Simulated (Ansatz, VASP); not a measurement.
**NaW: VASP beside Ansatz**

INCAR

```
ALGO = Fast
EDIFF = 1E-6
EDIFFG = -0.04
ENCUT = 600
GGA = PE
IBRION = 2
ISIF = 3
ISMEAR = 0
LASPH = True
LCHARG = False
LREAL = False
LWAVE = False
NELM = 60
NSW = 90
PREC = Accurate
SIGMA = 0.1
```

The input KPOINTS:

```
k-points
0
Gamma
  6 6 4
```

File POSCAR:

```
NaW
1.0
    3.2972710300      0.0000000000      0.0000000000
   -1.6486355100      2.8555204700      0.0000000000
    0.0000000000      0.0000000000      6.5049891000
Na W
2 2
Direct
    0.0000000000      0.0000000000      0.0000000000
    0.0000000000      0.0000000000      0.5000000000
    0.3333333300      0.6666666700      0.2500000000
    0.6666666700      0.3333333300      0.7500000000
```

Input for Ansatz:

```yaml
crystal:
  lattice:
    - [3.29727103, 0.0, 0.0]
    - [-1.64863551, 2.85552047, 0.0]
    - [0.0, 0.0, 6.5049891]
  atoms:
    - { symbol: Na, position: [0.0, 0.0, 0.0] }
    - { symbol: Na, position: [0.0, 0.0, 0.5] }
    - { symbol: W, position: [0.33333333, 0.66666667, 0.25] }
    - { symbol: W, position: [0.66666667, 0.33333333, 0.75] }
basis:
  ecutwfc: 420
kpoints:
  mp_grid: { grid: [6, 6, 4] }
hamiltonian:
  xc: pbe
scf:
  occupations: { method: gaussian, width: 0.1 }
  lower_state_search: "off"
output:
  forces: true
  stress: true
  eigenvalues: true
relax:
  adjacent_minimum: "off"
  f_tol: 0.04
  max_steps: 70
  cell: { stress_tol: 0.4 }
```

Change from the starting cell: species swapped into the TiSe type (P6_3/mmc, No. 194).

Alike in both runs: task relaxation of cell and atoms; functional PBE; k mesh 6 × 6 × 4; occupations gaussian, width 0.1 eV; no spin polarisation.

|  | VASP | Ansatz |
| --- | --- | --- |
| version | VASP 6.6.1 | Ansatz 0.2.0 |
| potentials or method | VASP PAW PBE potentials, release 64 (Na_pv, W_sv), cutoff 600 eV | scalar-relativistic, plane waves, PAW |
| valence electrons in the cell | 42 | 46 |

|  | VASP | Ansatz | Ansatz less VASP |
| --- | --- | --- | --- |
| gap on the k mesh at the Fermi level, each at its own relaxed structure (eV) | none | none | - |
| relaxed volume (Å³/atom) | 18.55 | 18.87 | +0.313 |
| relaxed length of the cell vector where the two differ most in proportion (Å) | 11.148 | 11.366 | +0.2181 |

A gap of «none» marks a metal or a gap that the smearing closes. VASP's potentials hold 42 valence electrons a cell and Ansatz's 46, so a difference there can come from the potentials and not from the codes.

The k mesh is coarse, so the values compare programs but aren't converged. Spin-orbit coupling is off throughout. Noted on VASP's run: the volume moved by over 15 % at a fixed basis, so the end points are rough.
